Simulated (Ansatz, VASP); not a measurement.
## One calculation of SiC, two programs

```
CELL_PARAMETERS angstrom
0.00000 2.18983 2.18983
2.18983 0.00000 2.18983
2.18983 2.18983 0.00000
ATOMIC_POSITIONS crystal
Si 0.25000 0.25000 0.25000
C 0.50000 0.50000 0.50000
```

Change from the starting cell: the structure that the rattled CuAu (L1_0) type (P4/mmm, No. 123) fell into.

Alike in both runs: functional PBE; k mesh 10 × 10 × 10; occupations gaussian, width 0.02 eV; no spin polarisation.

Ansatz relaxed the structure, and its values are those at the end. VASP's run is a single point on that final structure, the one shown.

```csv
,VASP,Ansatz
version,VASP 6.6.1,Ansatz 0.2.0
potentials or method,"VASP PAW PBE potentials, release 64 (Si, C), cutoff 520 eV","scalar-relativistic, plane waves, PAW"
valence electrons in the cell,8,8
```

|  | VASP | Ansatz | Ansatz less VASP |
| --- | --- | --- | --- |
| gap on the k mesh at the Fermi level (eV) | 1.37 | 1.37 | +0.002 |
| least direct gap on the mesh (eV) | 4.53 | 4.53 | +0.003 |
| pressure (GPa) | 0.0 | 0.0 | +0.05 |

The functional is the same, so the differences come from potentials, cutoffs and numerics.
